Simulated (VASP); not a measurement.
Here is a VASP 6.6.1 calculation.

The input INCAR:

```
PREC = Accurate
ENCUT = 600
EDIFF = 1E-6
ISMEAR = 0
SIGMA = 0.1
LREAL = False
LASPH = True
NELM = 80
ALGO = Normal
ISIF = 3
LWAVE = False
LCHARG = False
GGA = PE
IBRION = 2
NSW = 100
EDIFFG = -0.01
```

Contents of KPOINTS:

```
regular mesh
0
Gamma
  12 12 6
```

File POSCAR:

```
Ta2AlN3
1.0
    3.2041831340      0.0000000000      0.0000000000
   -1.6020915670      2.7749039924      0.0000000000
    0.0000000000      0.0000000000      8.4204289321
Ta Al N
2 1 3
Direct
    0.0000000000      0.0000000000      0.0040294361
    0.6666666667      0.3333333333      0.3532528330
    0.3333333333      0.6666666667      0.6586357365
    0.3333333333      0.6666666667      0.8917712606
    0.6666666667      0.3333333333      0.6040994644
    0.0000000000      0.0000000000      0.2382112694
```

Potentials or basis: VASP PAW PBE potentials, release 64 (Ta_pv, Al, N).

Command:

```bash
$ cat potpaw_PBE.64/Ta_pv/POTCAR potpaw_PBE.64/Al/POTCAR potpaw_PBE.64/N/POTCAR > POTCAR
$ mpirun -np 1 vasp_std > vasp.out
```

(1) Estimate the band gap on the k mesh.

## Answers

(1) zero (band 20 reaches 7.40 eV, above the bottom of band 21 at 6.80 eV).

Caveat: spin-orbit coupling is left out, which moves the levels of the heavy elements.
